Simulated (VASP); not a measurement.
Wanted: the native input for a VASP 6.6.1 run.

```yaml
Task: relaxation of cell and atoms
Functional: PBE
Potentials_or_basis: VASP PAW PBE potentials, release 64 (Si, Ru_pv)
Cutoff: 600 eV
k_mesh: 6 × 6 × 6
Occupations: gaussian, width 0.1 eV
Spin: no spin polarisation
Dipole_correction: no
Further_INCAR_settings: ALGO = Normal; EDIFF = 1e-06; IBRION = 2; EDIFFG = -0.01; NSW = 100; ISIF = 3
```

The structure of Si6Ru lies in POSCAR:

```
Si6Ru
1.0
    4.7260659945      0.0000000000      0.0000000000
   -2.3630329973      4.0928932112      0.0000000000
    0.0000000000      0.0000000000      5.6525121579
Si Ru
6 1
Direct
    0.6262786345      0.0000000000      0.2851667254
    0.0000000000      0.6262786345      0.2851667254
    0.3737213655      0.3737213655      0.2851667254
    0.6262786345      0.0000000000      0.7148332746
    0.0000000000      0.6262786345      0.7148332746
    0.3737213655      0.3737213655      0.7148332746
    0.0000000000      0.0000000000      0.0000000000
```

The cell was built from a structure type or drawn by symmetry, and may not be a known phase.

The input as run:

INCAR

```
SYSTEM = Si6Ru
  ALGO = Normal
  EDIFF = 1E-6
  EDIFFG = -0.01
  ENCUT = 600
  GGA = PE
  IBRION = 2
  ISIF = 3
  ISMEAR = 0
  LASPH = .True.
  LCHARG = .False.
  LREAL = .False.
  LWAVE = .False.
  NELM = 80
  NSW = 100
  PREC = Accurate
  SIGMA = 0.1
```

KPOINTS

```
k-points
0
Gamma
  6 6 6
  0 0 0
```

Potentials or basis: VASP PAW PBE potentials, release 64 (Si, Ru_pv).

Launch:

```console
$ cat potpaw_PBE.64/Si/POTCAR potpaw_PBE.64/Ru_pv/POTCAR > POTCAR
$ mpirun -np 1 vasp_std > vasp.out
```

Results of the run:

The relaxed volume is 15.75 Å³/atom, the relaxed cell is a = 4.726 Å, b = 4.726 Å, c = 5.700 Å, α = 90.00°, β = 90.00°, γ = 120.00° and the space group after relaxing (to 0.1 Å) is P-62m (No. 189). The energy gained by relaxing is 0.9 meV/atom, the ionic steps are 11 and the pressure after relaxing is 0.0 GPa. The largest force after relaxing is 0.007 eV/Å and the band gap on the k mesh is zero (bands 19 and 20 overlap by 2.34 eV).

It took 3.9 min on 1 thread of Intel(R) Xeon(R) 6975P-C (Granite Rapids), on a shared host, peak memory 0.31 GiB.
